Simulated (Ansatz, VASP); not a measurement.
**Two plane-wave programs on Si**

INCAR

```
SYSTEM = Si
ALGO = Normal
EDIFF = 1E-6
EDIFFG = -0.002
ENCUT = 600
IBRION = 2
ISIF = 3
ISMEAR = -1
LASPH = .TRUE.
LCHARG = .FALSE.
LREAL = .FALSE.
LWAVE = .FALSE.
NELM = 80
NSW = 100
PREC = Accurate
SIGMA = 0.05
```

Contents of KPOINTS:

```
k-points
0
G
  12 12 12
  0 0 0
```

Contents of POSCAR:

```
Si
1.0
    2.7135600000      2.7135600000      0.0000000000
   -2.7135600000      2.7135600000      0.0000000000
    0.0000000000      2.7135600000      2.7135600000
Si
2
Direct
    0.2500000000      0.7500000000      0.5000000000
    0.0000000000      0.0000000000      0.0000000000
```

Input for Ansatz:

```yaml
crystal:
  lattice:
    - [2.71356, 2.71356, 0.0]
    - [-2.71356, 2.71356, 0.0]
    - [0.0, 2.71356, 2.71356]
  atoms:
    - { symbol: Si, position: [0.25, 0.75, 0.5] }
    - { symbol: Si, position: [0.0, 0.0, 0.0] }
kpoints:
  mp_grid: { grid: [12, 12, 12] }
scf:
  occupations: { method: fermi_dirac, width: 0.05 }
hamiltonian:
  xc: lda
  pseudopotentials: { kind: paw }
relax:
  f_tol: 0.002
  max_steps: 80
  cell: {}
output:
  forces: true
  stress: true
  write_density: true
  write_potential: true
  elf: true
  volumetric_format: npy
```

Alike in both runs: task relaxation of cell and atoms; functional LDA; k mesh 12 × 12 × 12; occupations fermi-dirac, width 0.05 eV; no spin polarisation.

|  | VASP | Ansatz |
| --- | --- | --- |
| version | VASP 6.6.1 | Ansatz 0.2.0 |
| potentials or method | VASP PAW LDA potentials, release 64 (Si) | PAW with Ansatz's default frozen-core files, scalar-relativistic |
| plane-wave cutoff (eV) | 600 | 420 |
| valence electrons in the cell | 8 | 8 |

VASP gave:

- relaxed volume (Å³/atom): 19.72
- relaxed cell length with the largest relative difference (Å): 3.820

Task: Which values does Ansatz return?

Result: Relaxed volume (Å³/atom): 19.70; relaxed cell length with the largest relative difference (Å): 3.820.

LDA's correlation is that of Perdew and Zunger in VASP and of Perdew and Wang (1992) in Ansatz.
